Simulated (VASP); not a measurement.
# SrSiH6 (P1) in VASP: relaxation of cell and atoms with PBEsol

Aim: the relaxation of cell and atoms of SrSiH6 with PBEsol.

Program: VASP 6.6.1. These are calculated values, not measurements. Logs are shortened: lines on timing, memory, paths and dates and some standing lists are left out, and cuts for length are marked.

## (1) The cell of the first run

The typed cell holds 8 atoms: a = 4.297 Å, b = 4.259 Å, c = 4.279 Å, α = 98.12°, β = 99.76°, γ = 99.29°.

## (2) Relaxation of cell and atoms, PBEsol

Contents of INCAR:

```
SYSTEM = SrSiH6
PREC = Accurate
ENCUT = 600
EDIFF = 1E-7
ISMEAR = -1
SIGMA = 0.05
LREAL = .FALSE.
LASPH = .TRUE.
NELM = 80
ALGO = Normal
ISIF = 3
LWAVE = .FALSE.
LCHARG = .FALSE.
GGA = PS
IBRION = 2
NSW = 100
EDIFFG = -0.01
```

Contents of KPOINTS:

```
regular mesh
0
G
  4 4 4
  0 0 0
```

Contents of POSCAR:

```
SrSiH6
1.0
    3.2724847565      1.9036861971      2.0325751595
   -3.2475768382      1.8413317839      2.0502252110
   -0.0415465467     -3.7555381741      2.0510647612
Sr Si H
1 1 6
Direct
    0.4712279268      0.4833959093      0.4642883760
   -0.0010120884     -0.0529559993     -0.0358276551
    0.9118922963      0.2324063045      0.2996998159
    0.2779714634      0.9309140861      0.2546626494
    0.3274569861      0.2794804797      0.9161112515
    0.0738104323      0.7428049090      0.7646489147
    0.7408064164      0.1036670693      0.7399688545
    0.7999019332      0.7548695613      0.0540150074
```

Potentials or basis: VASP PAW PBE potentials, release 64 (Sr_sv, Si, H).

Started as:

```
$ cat potpaw_PBE.64/Sr_sv/POTCAR potpaw_PBE.64/Si/POTCAR potpaw_PBE.64/H/POTCAR > POTCAR
$ mpirun -np 1 vasp_std > vasp.out
```

OUTCAR:

```text
SYSTEM = SrSiH6
   PREC = Accurate
   ENCUT = 600
   EDIFF = 1E-7
   ISMEAR = -1
   LREAL = .FALSE.
   LASPH = .TRUE.
   NELM = 80
   ISIF = 3
   GGA = PS
   IBRION = 2
   NSW = 100
   EDIFFG = -0.01

 ion  position               nearest neighbor table
   1  0.471  0.483  0.464-   5 2.32   4 2.36   5 2.36   3 2.41   4 2.42   7 2.46   3 2.47   6 2.60
                             6 2.67   8 2.67   8 2.70   7 2.72   2 3.06   2 3.09   2 3.69   2 3.76
   2  0.999  0.947  0.964-   8 1.23   6 1.25   4 1.59   7 1.63   3 1.87   5 1.89   1 3.06   1 3.09
                             1 3.69   1 3.76   1 3.88   1 3.91   1 4.04   1 4.11
   3  0.912  0.232  0.300-   2 1.87   1 2.41   1 2.47
   4  0.278  0.931  0.255-   2 1.59   1 2.36   1 2.42
   5  0.327  0.279  0.916-   2 1.89   1 2.32   1 2.36
   6  0.074  0.743  0.765-   2 1.25   1 2.60   1 2.67
   7  0.741  0.104  0.740-   2 1.63   1 2.46   1 2.72
   8  0.800  0.755  0.054-   2 1.23   1 2.67   1 2.70

  LATTYP: Found a triclinic cell.
 ALAT       =     4.2793293572
 B/A-ratio  =     1.5072651606
 C/A-ratio  =     1.4333780385
 COS(alpha) =     0.0002700903
 COS(beta)  =     0.4808248713
 COS(gamma) =     0.7567478991

  Lattice vectors:

 A1 = (  -0.0415465467,  -3.7555381741,   2.0510647612)
 A2 = (   3.2060302915,  -5.5968699580,   0.0008395502)
 A3 = (  -0.0166386284,  -0.0105201931,   6.1338651317)

Analysis of symmetry for initial positions (statically):
=====================================================================
 Subroutine PRICEL returns:
 Original cell was already a primitive cell.

 Routine SETGRP: Setting up the symmetry group for a
 triclinic supercell.

 Subroutine GETGRP returns: Found  1 space group operations
 (whereof  1 operations were pure point group operations)
 out of a pool of  2 trial point group operations.

The static configuration has the point symmetry C_1 .

Analysis of symmetry for dynamics (positions and initial velocities):
=====================================================================
 Subroutine PRICEL returns:
 Original cell was already a primitive cell.

 Routine SETGRP: Setting up the symmetry group for a
 triclinic supercell.

 Subroutine GETGRP returns: Found  1 space group operations
 (whereof  1 operations were pure point group operations)
 out of a pool of  2 trial point group operations.

The dynamic configuration has the point symmetry C_1 .

 Subroutine INISYM returns: Found  1 space group operations
 (whereof  1 operations are pure point group operations),
 and found     1 'primitive' translations

----------------------------------------------------------------------------------------

                                     Primitive cell

  volume of cell :      75.0202

  direct lattice vectors                    reciprocal lattice vectors
     3.272484756  1.903686197  2.032575159     0.152977366  0.087653888  0.163594642
    -3.247576838  1.841331784  2.050225211    -0.153798578  0.090595950  0.162767532
    -0.041546547 -3.755538174  2.051064761     0.002137294 -0.177422587  0.162730843

  length of vectors
     4.297038445  4.259187889  4.279329357     0.240517121  0.241567585  0.240758530

  position of ions in fractional coordinates (direct lattice)
     0.471227927  0.483395909  0.464288376
     0.998987912  0.947044001  0.964172345
     0.911892296  0.232406305  0.299699816
     0.277971463  0.930914086  0.254662649
     0.327456986  0.279480480  0.916111251
     0.073810432  0.742804909  0.764648915
     0.740806416  0.103667069  0.739968854
     0.799901933  0.754869561  0.054015007

  ion indices of the primitive-cell ions
   primitive index   ion index
                 1           1
                 2           2
                 3           3
                 4           4
                 5           5
                 6           6
                 7           7
                 8           8

----------------------------------------------------------------------------------------

 KPOINTS: regular mesh

Automatic generation of k-mesh.
 Grid dimensions read from file:
 generate k-points for:    4    4    4

 Generating k-lattice:

[... 23 lines left out ...]
  0.500000  0.250000 -0.000000      2.000000
[... 16 lines left out ...]
  0.000000 -0.250000  0.250000      2.000000
  0.250000 -0.250000  0.250000      2.000000
 [... further k-points ...]
   k-points           NKPTS =     36   k-points in BZ     NKDIM =     36   number of bands    NBANDS=     15
   number of dos      NEDOS =    301   number of ions     NIONS =      8
   total plane-waves  NPLWV =  46656
   dimension x,y,z NGX =    36 NGY =   36 NGZ =   36
   dimension x,y,z NGXF=    72 NGYF=   72 NGZF=   72
   ions per type =               1   1   6
   NGX,Y,Z   is equivalent  to a cutoff of  13.93, 14.05, 13.99 a.u.
   NGXF,Y,Z  is equivalent  to a cutoff of  27.86, 28.10, 27.97 a.u.
 SYSTEM =  SrSiH6
   PREC   = accura    normal or accurate (medium, high low for compatibility)
   ISTART =      0    job   : 0-new  1-cont  2-samecut
   ICHARG =      2    charge: 1-file 2-atom 10-const
   ISPIN  =      1    spin polarized calculation?
   LNONCOLLINEAR =      F non collinear calculations
   LSORBIT =      F    spin-orbit coupling
   LASPH  =      T    aspherical Exc in radial PAW
   ENCUT  =  600.0 eV  44.10 Ry    6.64 a.u.   8.58  8.51  8.55*2*pi/ulx,y,z
   NELM   =     80;   NELMIN=  2; NELMDL= -5     # of ELM steps
   EDIFF  = 0.1E-06   stopping-criterion for ELM
   LREAL  =      F    real-space projection
   EDIFFG = -.1E-01   stopping-criterion for IOM
   NSW    =    100    number of steps for IOM
   IBRION =      2    ionic relax: 0-MD 1-quasi-New 2-CG
   NFREE  =      1    steps in history (QN), initial steepest desc. (CG)
   ISIF   =      3    stress and relaxation
   ISYM   =      2    0-nonsym 1-usesym 2-fastsym
   POTIM  = 0.5000    time-step for ionic-motion
   TEBEG  =    0.0;   TEEND  =   0.0 temperature during run
   PSTRESS=    0.0 pullay stress
   NELECT =      20.0000    total number of electrons
   NUPDOWN=      -1.0000    fix difference up-down
   EMIN   =  10.00;   EMAX   =-10.00  energy-range for DOS
   EFERMI =   0.00;   METHOD = LEGACY
   ISMEAR =    -1;   SIGMA  =   0.05  broadening in eV -4-tet -1-fermi 0-gaus
   EFERMI_NEDOS =   21; number of points for ismear=-14 and -15
   IALGO  =     38    algorithm
   IMIX   =      4    mixing-type and parameters
     AMIX     =   0.40;   BMIX     =  1.00
     AMIX_MAG =   1.60;   BMIX_MAG =  1.00
  volume/ion in A,a.u.               =       9.38        63.28
  Fermi-wavevector in a.u.,A,eV,Ry     =   1.053640  1.991090 15.104598  1.110157
  Thomas-Fermi vector in A             =   2.188769
   LORBIT       =      0    0 simple, 1 ext, 2 COOP (PROOUT), +10 PAW based schemes
   GGA     = PS    functional components
   LHFCALC =     F    Hartree Fock is set to
   AEXX    =    0.0000 exact exchange contribution
   IVDW    =     0    specifies the selected vdW correction
   LEPSILON=     F    determine dielectric tensor
   LRPA    =     F    only Hartree local field effects (RPA)
 conjugate gradient relaxation of ions
 non-spin polarized calculation
  energy-cutoff  :      600.00
  volume of cell :       75.02
 maximum number of plane-waves:      2518
 NGX is ok and might be reduce to    36
   NGX = 17   NGY = 17   NGZ = 17

--------------------------------------- Ionic step        1  -------------------------------------------

 number of electron      20.0000000 magnetization

 Free energy of the ion-electron system (eV)
  ---------------------------------------------------
  ext. energy  EPLUGINS =         0.00000000
  ---------------------------------------------------
  free energy    TOTEN  =       -26.40857423 eV

  energy without entropy =      -26.40857421  energy(sigma->0) =      -26.40857422

------------------------ aborting loop because EDIFF is reached ----------------------------------------

  FORCE on cell =-STRESS in cart. coord.  units (eV):
  Direction    XX          YY          ZZ          XY          YZ          ZX
  --------------------------------------------------------------------------------------
  -------------------------------------------------------------------------------------
  Total        4.1377916      8.8089860      5.9240269      2.6965971      1.6189600     -3.2813009
  in kB       88.3692320    188.1301439    126.5171768     57.5901930     34.5755096    -70.0774894
  external PRESSURE =     134.3388509 kB  Pullay stress =       0.0000000 kB
[... 107 lines left out ...]
  FREE ENERGIE OF THE ION-ELECTRON SYSTEM (eV)
  ---------------------------------------------------
  free  energy   TOTEN  =       -28.6870340779 eV

  energy  without entropy=      -28.6870337170  energy(sigma->0) =      -28.68703390

 E-fermi :   2.3809     XC(G=0):  -9.3801

 val. band max:        1.5138567645   @ k =   0.5000  -0.0000   0.0000
 cond. band min:       3.2121115866   @ k =   0.0000   0.0000   0.0000
 fundamental gap:      1.6982548221
 Fermi energy:         2.3808513772

 k-point     1 :       0.0000    0.0000    0.0000
  band No.  band energies     occupation
      1     -32.2186      2.00000
      2     -14.3820      2.00000
      3     -14.2341      2.00000
      4     -14.2214      2.00000
      5      -8.3117      2.00000
      6      -1.6527      2.00000
      7      -1.5217      2.00000
      8      -1.3828      2.00000
      9      -0.1679      2.00000
     10       0.3762      2.00000
     11       3.2121      0.00000
     12       5.9269      0.00000
     13       6.1809      0.00000
     14       7.2202      0.00000
[... 403 lines left out ...]
      4     -14.3132      2.00000
      5      -7.3919      2.00000
      6      -2.7614      2.00000
      7      -2.4771      2.00000
      8      -2.3181      2.00000
      9       0.1718      2.00000
     10       0.8553      2.00000
     11       5.2280      0.00000
     12       6.1820      0.00000
     13       6.7487      0.00000
     14       7.3569      0.00000
     15       8.5880      0.00000

 [... further k-points ...]

[... ionic steps 4 to 83 ...]

--------------------------------------- Ionic step       84  -------------------------------------------

 number of electron      20.0000000 magnetization

------------------------ aborting loop because EDIFF is reached ----------------------------------------
[... 79 lines left out ...]
--------------------------------------- Ionic step       86  -------------------------------------------

 number of electron      20.0000000 magnetization

 Free energy of the ion-electron system (eV)
  ---------------------------------------------------
  ext. energy  EPLUGINS =         0.00000000
  ---------------------------------------------------
  free energy    TOTEN  =       -29.19327440 eV

  energy without entropy =      -29.19327440  energy(sigma->0) =      -29.19327440

 E-fermi :   2.4638     XC(G=0):  -9.4513

 val. band max:        1.4783210626   @ k =   0.5000  -0.0000   0.0000
 cond. band min:       3.3872193682   @ k =   0.0000   0.0000   0.0000
 fundamental gap:      1.9088983056
 Fermi energy:         2.4638339022

 k-point     1 :       0.0000    0.0000    0.0000
  band No.  band energies     occupation
      1     -32.1400      2.00000
      2     -14.2942      2.00000
      3     -14.1466      2.00000
      4     -14.1458      2.00000
      5      -8.2658      2.00000
      6      -1.4177      2.00000
      7      -1.3193      2.00000
      8      -1.3101      2.00000
      9       0.1052      2.00000
     10       0.1244      2.00000
     11       3.3872      0.00000
     12       6.1957      0.00000
     13       6.2095      0.00000
     14       7.3734      0.00000
[... 450 lines left out ...]
  FREE ENERGIE OF THE ION-ELECTRON SYSTEM (eV)
  ---------------------------------------------------
  free  energy   TOTEN  =       -29.1932743993 eV

  energy  without entropy=      -29.1932743987  energy(sigma->0) =      -29.19327440

 reached required accuracy - stopping structural energy minimisation
```

Wall time 31 min (1 thread of Oxide Virtual Turin-like, shared host); peak memory 0.23 GiB.

Results:

```
Free energy                           : -29.1933 eV
Relaxed volume                        : 9.18 Å³/atom
Relaxed cell                          : a = 4.239 Å, b = 4.238 Å, c = 4.244 Å, α = 98.44°, β = 98.52°, γ = 98.61°
Space group after relaxing (to 0.1 Å) : R-3 (No. 148)
Energy gained by relaxing             : 348.1 meV/atom
Ionic steps                           : 86
Pressure after relaxing               : 0.0 GPa
Largest force after relaxing          : 0.009 eV/Å
Band gap on the k mesh                : 1.91 eV (least direct gap 3.26 eV)
```

Forces on the atoms (eV/Å):
```
Sr  -0.001 -0.001 -0.001
Si  -0.001  0.003 -0.008
H    0.002 -0.004  0.003
H   -0.001  0.003 -0.001
H   -0.002  0.004  0.001
H    0.000  0.001  0.000
H    0.001 -0.004  0.004
H    0.003 -0.003  0.003
```

Step by step:
| step | energy change (eV) | largest force (eV/Å) | pressure (GPa) | volume (Å³) |
| --- | --- | --- | --- | --- |
| 1 | 0.0000 | 12.3073 | 13.43 | 75.02 |
| 4 | -2.2933 | 1.0910 | -2.20 | 78.39 |
| 7 | -2.4878 | 0.8556 | -1.21 | 77.27 |
| 10 | -2.6913 | 0.3512 | 0.38 | 75.50 |
| 13 | -2.7311 | 0.1850 | -0.05 | 75.76 |
| 16 | -2.7366 | 0.0892 | 0.43 | 75.52 |
| 19 | -2.7398 | 0.0343 | -0.09 | 75.93 |
| 22 | -2.7402 | 0.0302 | 0.03 | 75.82 |
| 25 | -2.7406 | 0.0298 | -0.03 | 75.82 |
| 28 | -2.7409 | 0.0201 | -0.03 | 75.80 |
| 31 | -2.7412 | 0.1173 | 0.23 | 75.57 |
| 34 | -2.7417 | 0.0445 | 0.11 | 75.66 |
| 37 | -2.7421 | 0.0464 | 0.04 | 75.67 |
| 40 | -2.7430 | 0.1213 | -0.34 | 75.84 |
| 43 | -2.7437 | 0.0672 | -0.25 | 75.77 |
| 46 | -2.7470 | 0.0670 | -0.16 | 75.41 |
| 49 | -2.7511 | 0.1345 | 0.38 | 74.43 |
| 52 | -2.7555 | 0.1190 | -0.02 | 73.93 |
| 55 | -2.7650 | 0.2120 | -0.28 | 73.57 |
| 58 | -2.7714 | 0.1830 | 0.07 | 73.03 |
| 61 | -2.7774 | 0.0745 | 0.10 | 72.84 |
| 64 | -2.7799 | 0.0656 | -0.05 | 72.97 |
| 67 | -2.7820 | 0.0340 | 0.01 | 73.01 |
| 70 | -2.7829 | 0.0705 | -0.09 | 73.12 |
| 73 | -2.7836 | 0.0228 | 0.04 | 73.08 |
| 76 | -2.7840 | 0.0321 | -0.01 | 73.21 |
| 79 | -2.7844 | 0.0372 | 0.01 | 73.33 |
| 82 | -2.7846 | 0.0101 | 0.00 | 73.40 |
| 85 | -2.7847 | 0.0105 | 0.00 | 73.42 |
| 86 | -2.7847 | 0.0087 | 0.00 | 73.43 |

Final structure:
```yaml
crystal:
  lattice:
    - [3.21387, 1.85286, 2.05180]
    - [-3.21347, 1.84925, 2.05260]
    - [-0.00151, -3.71218, 2.05630]
  atoms:
    - { symbol: Sr, position: [0.51292, 0.49686, 0.49479] }
    - { symbol: Si, position: [0.01281, 0.99686, 0.99480] }
    - { symbol: H, position: [0.94479, 0.20475, 0.31817] }
    - { symbol: H, position: [0.33664, 0.92935, 0.20330] }
    - { symbol: H, position: [0.22144, 0.32133, 0.92778] }
    - { symbol: H, position: [0.08063, 0.78900, 0.67116] }
    - { symbol: H, position: [0.68888, 0.06417, 0.78602] }
    - { symbol: H, position: [0.80395, 0.67226, 0.06155] }
```

Levels at points of the mesh, in eV from the valence-band top:
| k point | band 7 | band 8 | band 9 | band 10 | band 11 | band 12 | band 13 | band 14 |
| --- | --- | --- | --- | --- | --- | --- | --- | --- |
| (0.00, 0.00, 0.00) | -2.80 | -2.79 | -1.37 | -1.35 | 1.91 | 4.72 | 4.73 | 5.90 |
| (0.50, 0.00, 0.00) | -3.45 | -2.90 | -0.30 | 0.00 | 3.86 | 4.35 | 4.88 | 5.38 |
| (0.00, 0.50, 0.00) | -3.45 | -2.89 | -0.30 | 0.00 | 3.86 | 4.36 | 4.87 | 5.39 |
| (0.50, 0.50, 0.00) | -4.15 | -2.41 | -2.17 | -0.57 | 3.34 | 4.83 | 6.45 | 6.80 |
| (0.00, 0.00, 0.50) | -3.45 | -2.88 | -0.29 | 0.00 | 3.86 | 4.35 | 4.86 | 5.38 |
| (0.50, 0.00, 0.50) | -4.16 | -2.41 | -2.17 | -0.55 | 3.34 | 4.84 | 6.47 | 6.79 |
| (0.00, 0.50, 0.50) | -4.16 | -2.41 | -2.15 | -0.57 | 3.34 | 4.84 | 6.46 | 6.80 |
| (0.50, 0.50, 0.50) | -4.48 | -4.47 | -1.46 | -1.45 | 5.17 | 6.39 | 6.74 | 6.75 |

Caveat: the PAW data sets were made with another functional, which shifts forces and pressure a little. A k mesh can miss the band edges.
